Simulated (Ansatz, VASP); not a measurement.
## Si3GeO8 in VASP and in Ansatz

```
CELL_PARAMETERS angstrom
4.25060 0.01582 0.00000
0.01582 4.24203 2.73535
-0.01582 -4.24203 2.73535
ATOMIC_POSITIONS crystal
Si 0.50000 0.00000 0.50000
Si 0.50000 0.50000 0.00000
Si 0.00000 0.00000 0.00000
Ge 0.00000 0.50000 0.50000
O 0.67879 0.34588 0.65412
O 0.69969 0.84456 0.15544
O 0.80159 0.33750 0.13903
O 0.80159 0.86097 0.66250
O 0.30031 0.15544 0.84456
O 0.32121 0.65412 0.34588
O 0.19841 0.13903 0.33750
O 0.19841 0.66250 0.86097
```

Alike in both runs: task relaxation of cell and atoms; functional PBEsol; k mesh 6 × 6 × 6; occupations gaussian, width 0.02 eV; no spin polarisation.

|  | VASP | Ansatz |
| --- | --- | --- |
| version | VASP 6.6.1 | Ansatz 0.2.0 |
| potentials or method | VASP PAW PBE potentials, release 64 (Si, Ge_d, O), cutoff 600 eV | scalar-relativistic, plane waves, PAW |
| valence electrons in the cell | 74 | 74 |

Ansatz gave:

| Property | Result |
| --- | --- |
| gap on the k mesh at the Fermi level, each at its own relaxed structure (eV) | 3.86 |
| relaxed volume (Å³/atom) | 8.23 |
| relaxed cell length with the largest relative difference (Å) | 4.256 |

Question: Estimate VASP's values.

Answer: gap on the k mesh at the Fermi level, each at its own relaxed structure (eV): 3.87; relaxed volume (Å³/atom): 8.23; relaxed cell length with the largest relative difference (Å): 4.253.

VASP's potentials were made for PBE, not for PBEsol.
